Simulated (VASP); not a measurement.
Input of a VASP 6.6.1 run:

INCAR

```
SYSTEM = GaAs
  PREC = Accurate
  ENCUT = 600
  EDIFF = 1E-8
  ISMEAR = 0
  SIGMA = 0.01
  LREAL = .False.
  LASPH = .True.
  NELM = 100
  ALGO = Normal
  ISIF = 3
  LWAVE = .False.
  LCHARG = .False.
  GGA = PS
  IBRION = 6
  NFREE = 2
  POTIM = 0.015
  NSW = 1
```

The input KPOINTS:

```
Automatic mesh
0
Gamma
  8 8 8
  0 0 0
```

POSCAR

```
GaAs
1.0
    0.0000000000      2.7812032184      2.7812032184
    2.7812032184      0.0000000000      2.7812032184
    2.7812032184      2.7812032184      0.0000000000
Ga As
1 1
Direct
    0.0000000000      0.0000000000      0.0000000000
    0.7500000000      0.7500000000      0.7500000000
```

Potentials or basis: VASP PAW PBE potentials, release 64 (Ga_d, As).

Command:

```console
$ cat potpaw_PBE.64/Ga_d/POTCAR potpaw_PBE.64/As/POTCAR > POTCAR
$ mpirun -np 1 vasp_std > vasp.out
```

(1) What does it give for the elastic constants C11, C12, C44?

(2) What does it give for the Voigt bulk modulus?

(3) Estimate the highest phonon frequency at Γ, LO-TO splitting left out.

Answers

(1) 125, 64, 59 GPa.

(2) 84 GPa.

(3) 280 cm⁻¹.

Caveat: the cell is under stress, which shifts elastic constants; the PAW data sets were made with another functional, which shifts forces and pressure a little.
